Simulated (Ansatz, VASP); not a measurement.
One calculation of In, two programs

```
CELL_PARAMETERS angstrom
-1.66715 1.61767 2.47395
1.61767 -1.66715 2.47395
1.63463 1.63463 -2.50647
ATOMIC_POSITIONS crystal
In 0.00000 0.00000 0.00000
```

Change from the starting cell: equal xy, yz and zx shear strains of -2 %.

Alike in both runs: task single point; functional LDA; k mesh 14 × 14 × 14; occupations fermi-dirac, width 0.05 eV; no spin polarisation.

|  | VASP | Ansatz |
| --- | --- | --- |
| version | VASP 6.6.1 | Ansatz 0.2.0 |
| potentials or method | VASP PAW LDA potentials, release 64 (In_d), cutoff 520 eV | all-electron LAPW, scalar-relativistic |

```csv
,VASP,Ansatz,Ansatz less VASP
pressure (GPa),-2.7,-2.7,+0.01
"traceless stress, the component that is largest in VASP (GPa)",0.20,0.20,-0.001
```

LDA's correlation is that of Perdew and Zunger in VASP and of Perdew and Wang (1992) in Ansatz. Ansatz ran all-electron here, and VASP with PAW potentials.
